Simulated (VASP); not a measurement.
Set up this calculation in VASP 6.6.1, as the native input.

```yaml
Task: single point
Functional: PBEsol
Potentials_or_basis: VASP PAW PBE potentials, release 64 (Pb_d, Se)
Cutoff: 520 eV
k_mesh: 2 × 2 × 2
Occupations: fermi-dirac, width 0.026 eV
Spin: no spin polarisation
Dipole_correction: no
Further_INCAR_settings: LREAL = Auto; ALGO = Normal; EDIFF = 1e-07; NBANDS = 94
```

The structure of PbSe lies in POSCAR:

```
PbSe
1.0
    0.0000000000      6.1774044403      6.1774044403
    6.1774044403      0.0000000000      6.1774044403
    6.1774044403      6.1774044403      0.0000000000
Pb Se
8 8
Direct
   -0.0047365362      0.0015687009      0.0000693657
    0.0005240874     -0.0008358689      0.4979975862
   -0.0022819455      0.4986964234      0.0026403484
    0.0008415347      0.5017650261      0.4998355749
    0.5009753740     -0.0004271211      0.0022966766
    0.5015148401     -0.0020380728      0.4997249298
    0.5038298091      0.4996374335     -0.0046376274
    0.4988075542      0.5029201228      0.5019786271
    0.2524013143      0.2559440644      0.2470005024
    0.2514285757      0.2543359457      0.7480110853
    0.2479532488      0.7539275670      0.2446944367
    0.2533022591      0.7439787284      0.7538977810
    0.7529491625      0.2460139229      0.2514535862
    0.7471276237      0.2548820488      0.7474089716
    0.7579795924      0.7491268452      0.2432718328
    0.7440326345      0.7488597427      0.7513740674
```

One way to write it, as run:

INCAR

```
PREC = Accurate
ENCUT = 520
EDIFF = 1E-7
ISMEAR = -1
SIGMA = 0.026
LREAL = Auto
LASPH = T
NELM = 60
ALGO = Normal
ISIF = 2
LWAVE = F
LCHARG = F
GGA = PS
NBANDS = 94
```

KPOINTS

```
Automatic mesh
0
Gamma
  2 2 2
```

Potentials or basis: VASP PAW PBE potentials, release 64 (Pb_d, Se).

The run is started by

```sh
$ cat potpaw_PBE.64/Pb_d/POTCAR potpaw_PBE.64/Se/POTCAR > POTCAR
$ mpirun -np 1 vasp_std > vasp.out
```

Results of the run:

| Quantity | Value |
| --- | --- |
| Pressure | -1.8 GPa |
| Largest force | 0.263 eV/Å |
| Band gap on the k mesh | 0.30 eV |

Caveat: the k points lie up to 0.44 Å⁻¹ apart; the atoms stand as in a frame of molecular dynamics; the PAW data sets were made with another functional, which shifts forces and pressure a little; spin-orbit coupling is left out, which moves the levels of the heavy elements.

Wall time 22 min on 1 thread of Oxide Virtual Turin-like Processor (shared host), peak memory 0.74 GiB.
